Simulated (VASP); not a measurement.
# Y (P6_3/mmc) in VASP: a series of runs

Runs on Y. Level: PBE. Tasks: electric field gradients, vibrations by perturbation theory, single point.

Everything below comes from runs of VASP 6.6.1. Logs are shortened: lines on timing, memory, paths and dates and some standing lists are left out, and cuts for length are marked.

**1. The cell of the first run**

It takes space group P6_3/mmc (No. 194, hexagonal). The conventional cell has a = 3.650 Å, b = 3.650 Å, c = 5.726 Å, α = 90.00°, β = 90.00°, γ = 120.00°. Y (site symmetry -6m2) has 12 Y at 3.56 to 3.65 Å within 4.7 Å.

**2. Electric field gradients, PBE**

The input, INCAR:

```
PREC = Accurate
ENCUT = 400
EDIFF = 1E-8
ISMEAR = -1
SIGMA = 0.15
LREAL = False
LASPH = True
NELM = 120
ALGO = Normal
ISIF = 2
LWAVE = False
LCHARG = False
GGA = PE
LEFG = True
NBANDS = 18
GGA_COMPAT = False
```

The input, KPOINTS:

```
Automatic mesh
0
Gamma
  15 15 8
```

The input, POSCAR:

```
Y
1.0
    3.6504399440      0.0000000000      0.0000000000
   -1.8252199720      3.1613737265      0.0000000000
    0.0000000000      0.0000000000      5.7262537134
Y
2
Direct
    0.3333333333      0.6666666667      0.2500000000
    0.6666666667      0.3333333333      0.7500000000
```

Potentials or basis: VASP PAW PBE potentials, release 64 (Y_sv).

On the command line:

```bash
$ cat potpaw_PBE.64/Y_sv/POTCAR > POTCAR
$ mpirun -np 1 vasp_std > vasp.out
```

OUTCAR:

```text
PREC = Accurate
   ENCUT = 400
   EDIFF = 1E-8
   ISMEAR = -1
   LREAL = False
   LASPH = True
   NELM = 120
   ISIF = 2
   GGA = PE

 ion  position               nearest neighbor table
   1  0.333  0.667  0.250-   2 3.56   2 3.56   2 3.56   2 3.56   2 3.56   2 3.56
   2  0.667  0.333  0.750-   1 3.56   1 3.56   1 3.56   1 3.56   1 3.56   1 3.56

  LATTYP: Found a hexagonal cell.
 ALAT       =     3.6504399440
 C/A-ratio  =     1.5686475606

  Lattice vectors:

 A1 = (   3.6504399440,   0.0000000000,   0.0000000000)
 A2 = (  -1.8252199720,   3.1613737265,   0.0000000000)
 A3 = (   0.0000000000,   0.0000000000,   5.7262537134)

Analysis of symmetry for initial positions (statically):
=====================================================================
 Subroutine PRICEL returns:
 Original cell was already a primitive cell.

 Routine SETGRP: Setting up the symmetry group for a
 hexagonal supercell.

 Subroutine GETGRP returns: Found 24 space group operations
 (whereof 12 operations were pure point group operations)
 out of a pool of 24 trial point group operations.

The static configuration has the point symmetry D_3d.
 The point group associated with its full space group is D_6h.

Analysis of symmetry for dynamics (positions and initial velocities):
=====================================================================
 Subroutine PRICEL returns:
 Original cell was already a primitive cell.

 Routine SETGRP: Setting up the symmetry group for a
 hexagonal supercell.

 Subroutine GETGRP returns: Found 24 space group operations
 (whereof 12 operations were pure point group operations)
 out of a pool of 24 trial point group operations.

The dynamic configuration has the point symmetry D_3d.
 The point group associated with its full space group is D_6h.

 Subroutine INISYM returns: Found 24 space group operations
 (whereof 12 operations are pure point group operations),
 and found     1 'primitive' translations

----------------------------------------------------------------------------------------

                                     Primitive cell

  volume of cell :      66.0833

  direct lattice vectors                    reciprocal lattice vectors
     3.650439944  0.000000000  0.000000000     0.273939584  0.158159093  0.000000000
    -1.825219972  3.161373726  0.000000000     0.000000000  0.316318185  0.000000000
     0.000000000  0.000000000  5.726253713     0.000000000  0.000000000  0.174634246

  length of vectors
     3.650439944  3.650439944  5.726253713     0.316318185  0.316318185  0.174634246

  position of ions in fractional coordinates (direct lattice)
     0.333333333  0.666666667  0.250000000
     0.666666667  0.333333333  0.750000000

  ion indices of the primitive-cell ions
   primitive index   ion index
                 1           1
                 2           2

----------------------------------------------------------------------------------------

 KPOINTS: Automatic mesh

Automatic generation of k-mesh.
 Grid dimensions read from file:
 generate k-points for:   15   15    8

 Generating k-lattice:

  Cartesian coordinates                     Fractional coordinates (reciprocal lattice)
     0.018262639  0.010543940  0.000000000     0.066666667 -0.000000000  0.000000000
     0.000000000  0.021087879  0.000000000     0.000000000  0.066666667  0.000000000
     0.000000000  0.000000000  0.021829281     0.000000000  0.000000000  0.125000000

  Length of vectors
     0.021087879  0.021087879  0.021829281

  Shift w.r.t. Gamma in fractional coordinates (k-lattice)
     0.000000000  0.000000000  0.000000000

 Subroutine IBZKPT returns following result:
 ===========================================

 Found    135 irreducible k-points:

 Following reciprocal coordinates:
            Coordinates               Weight
  0.000000  0.000000  0.000000      1.000000
  0.066667 -0.000000  0.000000      6.000000
  0.133333 -0.000000  0.000000      6.000000
  0.200000  0.000000  0.000000      6.000000
  0.266667 -0.000000  0.000000      6.000000
  0.333333 -0.000000  0.000000      6.000000
[... 16 lines left out ...]
  0.333333  0.200000  0.000000     12.000000
  0.400000  0.200000  0.000000      6.000000
 [... further k-points ...]
   k-points           NKPTS =    135   k-points in BZ     NKDIM =    135   number of bands    NBANDS=     18
   number of dos      NEDOS =    301   number of ions     NIONS =      2
   total plane-waves  NPLWV =  23040
   dimension x,y,z NGX =    24 NGY =   24 NGZ =   40
   dimension x,y,z NGXF=    48 NGYF=   48 NGZF=   80
   ions per type =               2
   NGX,Y,Z   is equivalent  to a cutoff of  10.93, 10.93, 11.61 a.u.
   NGXF,Y,Z  is equivalent  to a cutoff of  21.86, 21.86, 23.23 a.u.
 SYSTEM =  unknown system
   PREC   = accura    normal or accurate (medium, high low for compatibility)
   ISTART =      0    job   : 0-new  1-cont  2-samecut
   ICHARG =      2    charge: 1-file 2-atom 10-const
   ISPIN  =      1    spin polarized calculation?
   LNONCOLLINEAR =      F non collinear calculations
   LSORBIT =      F    spin-orbit coupling
   LASPH  =      T    aspherical Exc in radial PAW
   ENCUT  =  400.0 eV  29.40 Ry    5.42 a.u.   5.95  5.95  9.34*2*pi/ulx,y,z
   NELM   =    120;   NELMIN=  2; NELMDL= -5     # of ELM steps
   EDIFF  = 0.1E-07   stopping-criterion for ELM
   LREAL  =      F    real-space projection
   EDIFFG = 0.1E-06   stopping-criterion for IOM
   NSW    =      0    number of steps for IOM
   IBRION =     -1    ionic relax: 0-MD 1-quasi-New 2-CG
   NFREE  =      0    steps in history (QN), initial steepest desc. (CG)
   ISIF   =      2    stress and relaxation
   ISYM   =      2    0-nonsym 1-usesym 2-fastsym
   POTIM  = 0.5000    time-step for ionic-motion
   TEBEG  =    0.0;   TEEND  =   0.0 temperature during run
   PSTRESS=    0.0 pullay stress
   NELECT =      22.0000    total number of electrons
   NUPDOWN=      -1.0000    fix difference up-down
   EMIN   =  10.00;   EMAX   =-10.00  energy-range for DOS
   EFERMI =   0.00;   METHOD = LEGACY
   ISMEAR =    -1;   SIGMA  =   0.15  broadening in eV -4-tet -1-fermi 0-gaus
   EFERMI_NEDOS =   21; number of points for ismear=-14 and -15
   IALGO  =     38    algorithm
   IMIX   =      4    mixing-type and parameters
     AMIX     =   0.40;   BMIX     =  1.00
     AMIX_MAG =   1.60;   BMIX_MAG =  1.00
  volume/ion in A,a.u.               =      33.04       222.98
  Fermi-wavevector in a.u.,A,eV,Ry     =   1.134624  2.144128 17.515745  1.287371
  Thomas-Fermi vector in A             =   2.271328
   LORBIT       =      0    0 simple, 1 ext, 2 COOP (PROOUT), +10 PAW based schemes
   GGA     = PE    functional components
   LHFCALC =     F    Hartree Fock is set to
   AEXX    =    0.0000 exact exchange contribution
   IVDW    =     0    specifies the selected vdW correction
   LEPSILON=     F    determine dielectric tensor
   LRPA    =     F    only Hartree local field effects (RPA)
 non-spin polarized calculation
  energy-cutoff  :      400.00
  volume of cell :       66.08
 maximum number of plane-waves:      1236
 NGX is ok and might be reduce to    24
   NGX = 11   NGY = 11   NGZ = 19

 number of electron      22.0000001 magnetization

 Free energy of the ion-electron system (eV)
  ---------------------------------------------------
  ext. energy  EPLUGINS =         0.00000000
  ---------------------------------------------------
  free energy    TOTEN  =       -13.00156142 eV

  energy without entropy =      -12.74859679  energy(sigma->0) =      -12.87507911

 E-fermi :   2.9730     XC(G=0):  -9.4031

 val. band max:        2.9649467744   @ k =   0.4000   0.0000   0.1250
 cond. band min:       2.9750351973   @ k =   0.3333   0.2667   0.3750
 fundamental gap:      0.0100884229
 Fermi energy:         2.9730131466

 k-point     1 :       0.0000    0.0000    0.0000
  band No.  band energies     occupation
      1     -39.7252      2.00000
      2     -39.6538      2.00000
      3     -19.9974      2.00000
      4     -19.5257      2.00000
      5     -19.5257      2.00000
      6     -19.4381      2.00000
[... 10 lines left out ...]
     17       5.7457      0.00000
     18       5.7457      0.00000

 k-point     2 :       0.0667   -0.0000    0.0000
  band No.  band energies     occupation
      1     -39.7230      2.00000
      2     -39.6530      2.00000
      3     -19.9896      2.00000
      4     -19.5414      2.00000
      5     -19.5311      2.00000
      6     -19.4547      2.00000
[... 10 lines left out ...]
     17       5.6147      0.00000
     18       5.6542      0.00000

 k-point     3 :       0.1333   -0.0000    0.0000
  band No.  band energies     occupation
      1     -39.7169      2.00000
      2     -39.6509      2.00000
      3     -19.9671      2.00000
      4     -19.5859      2.00000
      5     -19.5460      2.00000
      6     -19.5009      2.00000
[... 10 lines left out ...]
     17       5.5003      0.00000
     18       5.6468      0.00000

 k-point     4 :       0.2000    0.0000    0.0000
  band No.  band energies     occupation
      1     -39.7075      2.00000
      2     -39.6481      2.00000
      3     -19.9316      2.00000
      4     -19.6518      2.00000
      5     -19.5672      2.00000
      6     -19.5672      2.00000
[... 375 lines left out ...]
      4     -19.7764      2.00000
      5     -19.7637      2.00000
      6     -19.6475      2.00000
[... 10 lines left out ...]
     17       7.4244      0.00000
     18       8.1461      0.00000

 k-point    23 :       0.3333    0.2000    0.0000
  band No.  band energies     occupation
      1     -39.6637      2.00000
      2     -39.6445      2.00000
      3     -19.8434      2.00000
      4     -19.7629      2.00000
      5     -19.7331      2.00000
      6     -19.6844      2.00000
[... 10 lines left out ...]
     17       7.7233      0.00000
     18       8.1051      0.00000

 k-point    24 :       0.4000    0.2000    0.0000
  band No.  band energies     occupation
      1     -39.6602      2.00000
      2     -39.6457      2.00000
      3     -19.8551      2.00000
      4     -19.7575      2.00000
      5     -19.7121      2.00000
      6     -19.7030      2.00000
[... 10 lines left out ...]
     17       7.8582      0.00000
     18       8.1026      0.00000

 [... further k-points ...]

------------------------ aborting loop because EDIFF is reached ----------------------------------------

  FORCE on cell =-STRESS in cart. coord.  units (eV):
  Direction    XX          YY          ZZ          XY          YZ          ZX
  --------------------------------------------------------------------------------------
  -------------------------------------------------------------------------------------
  Total       -0.0481698     -0.0481698     -0.0490042      0.0000000      0.0000000      0.0000000
  in kB       -1.1678681     -1.1678681     -1.1880991      0.0000000      0.0000000      0.0000000
  external PRESSURE =      -1.1746117 kB  Pullay stress =       0.0000000 kB

 VOLUME and BASIS-vectors are now :
 -----------------------------------------------------------------------------
  energy-cutoff  :      400.00
  volume of cell :       66.08
      direct lattice vectors                 reciprocal lattice vectors
     3.650439944  0.000000000  0.000000000     0.273939584  0.158159093  0.000000000
    -1.825219972  3.161373726  0.000000000     0.000000000  0.316318185  0.000000000
     0.000000000  0.000000000  5.726253713     0.000000000  0.000000000  0.174634246

 POSITION                                       TOTAL-FORCE (eV/Angst)
 -----------------------------------------------------------------------------------
     -0.00000      2.10758      1.43156        -0.000000      0.000000      0.000000
      1.82522      1.05379      4.29469         0.000000     -0.000000      0.000000
 -----------------------------------------------------------------------------------
    total drift:                               -0.000000      0.000000     -0.000000

  FREE ENERGIE OF THE ION-ELECTRON SYSTEM (eV)
  ---------------------------------------------------
  free  energy   TOTEN  =       -13.0015614228 eV

  energy  without entropy=      -12.7485967913  energy(sigma->0) =      -12.87507911

 Electric field gradients (V/A^2)
---------------------------------------------------------------------
 ion       V_xx      V_yy      V_zz      V_xy      V_xz      V_yz
---------------------------------------------------------------------
   1     -12.523   -12.523    25.046    -0.000     0.000    -0.000
   2     -12.523   -12.523    25.046    -0.000    -0.000     0.000
---------------------------------------------------------------------

 Electric field gradients after diagonalization (V/A^2)
 (convention: |V_zz| > |V_xx| > |V_yy|)
----------------------------------------------------------------------
 ion       V_xx      V_yy      V_zz     asymmetry (V_yy - V_xx)/ V_zz
----------------------------------------------------------------------
   1     -12.523   -12.523    25.046       0.000
   2     -12.523   -12.523    25.046       0.000
----------------------------------------------------------------------

           NMR quadrupolar parameters

 Cq : quadrupolar parameter    Cq=e*Q*V_zz/h
 eta: asymmetry parameters     (V_yy - V_xx)/ V_zz
 Q  : nuclear electric quadrupole moment in mb (millibarn)
----------------------------------------------------------------------
 ion       Cq(MHz)       eta       Q (mb)
----------------------------------------------------------------------
   1       0.061       0.000       1.000
   2       0.061       0.000       1.000
----------------------------------------------------------------------
```

Wall time 2.5 min (1 thread of Intel Xeon 8259CL, shared host); peak memory 0.24 GiB.

What came out:

* Free energy: -13.0016 eV
* Pressure: -0.1 GPa
* Band gap on the k mesh: zero (bands 11 and 12 overlap by 1.41 eV)
* Largest electric field gradient by atom: Y +25.0 V/Å²

Electric field gradients, principal values (V/Å²):
| atom | least | middle | greatest (by size) |
| --- | --- | --- | --- |
| 1 Y | -12.523 | -12.523 | 25.046 |
| 2 Y | -12.523 | -12.523 | 25.046 |

Caveat: without QUAD_EFG the Cq values of the log hold for a quadrupole moment of 1 mb, not for the nuclei.

(Continued in part 2 of 2.)
